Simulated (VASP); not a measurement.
The system is BeTe.

```
Be Te
1.0
     0.00000    2.80034    2.80034
     2.80034    0.00000    2.80034
     2.80034    2.80034    0.00000
Be Te
1 1
Cartesian
  0.0000 0.0000 0.0000
  1.4002 1.4002 1.4002
```

This cell differs from its parent crystal: strain -1.0%.

Base run:

* Program: VASP 6.6.1
* Functional: PBE
* Potentials or basis: VASP PAW PBE potentials, release 64 (Be, Te)
* Cutoff: 520 eV
* k mesh: 8 × 8 × 8
* Occupations: fermi-dirac, width 0.02 eV
* Spin: no spin polarisation

Its results: band gap on the k mesh 1.93 eV, indirect (least direct gap 3.60 eV); pressure 2.2 GPa.

Task: The run is repeated on the same cell with these changes: functional from PBE to r2SCAN; occupations from fermi-dirac, width 0.02 eV to gaussian, width 0.01 eV. What comes out?

Result: Band gap on the k mesh 2.29 eV, indirect (least direct gap 4.00 eV); pressure 2.1 GPa.

Caveats: spin-orbit coupling is left out, which moves the levels of the heavy elements; the PAW data sets were made with another functional, which shifts forces and pressure a little (some runs).

A k mesh can miss the band edges.
